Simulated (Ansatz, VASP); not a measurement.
## CoAuC4N4: VASP beside Ansatz

```
Co C Au N
1.0
     5.94320    0.00000    0.00000
     0.00000    5.94320    0.00000
     0.00000    0.00000    5.94320
Co C Au N
1 4 1 4
Direct
  0.50000 0.50000 0.50000
  0.20191 0.20191 0.20191
  0.20191 0.79809 0.79809
  0.79809 0.20191 0.79809
  0.79809 0.79809 0.20191
  0.00000 0.00000 0.00000
  0.31595 0.31595 0.31595
  0.31595 0.68405 0.68405
  0.68405 0.31595 0.68405
  0.68405 0.68405 0.31595
```

Alike in both runs: functional PBE; k mesh 6 × 6 × 6; occupations gaussian, width 0.1 eV; collinear spin.

Ansatz relaxed the structure, and its values are those at the end. VASP's run is a single point on that final structure, the one shown.

```csv
,VASP,Ansatz
version,VASP 6.6.1,Ansatz 0.2.0
potentials or method,"VASP PAW PBE potentials, release 64 (Co, C, Au, N), cutoff 520 eV","scalar-relativistic, plane waves, PAW"
valence electrons in the cell,56,72
```

```tsv
	VASP	Ansatz	Ansatz less VASP
gap on the k mesh at the Fermi level (eV)	none	none	-
pressure (GPa)	0.3	0.0	-0.25
rms of the force components (eV/Å)	0.177	0.005	-0.1721
net moment per atom (μB)	0.36	0.37	+0.017
size of the moment on the site where the two differ most (μB)	2.58	2.41	-0.162
```

Site moments also hang on the region over which each program counts them. A gap of «none» marks a metal or a gap that the smearing closes. One of these differences is far larger than is usual between the two programs; its cause wasn't traced. The functional is the same, so the differences come from potentials, cutoffs and numerics. VASP's potentials hold 56 valence electrons a cell and Ansatz's 72, so a difference there can come from the potentials and not from the codes.

Neither program's run includes spin-orbit coupling. Noted on VASP's run: the standard files for N, O and F lose accuracy on very short bonds.
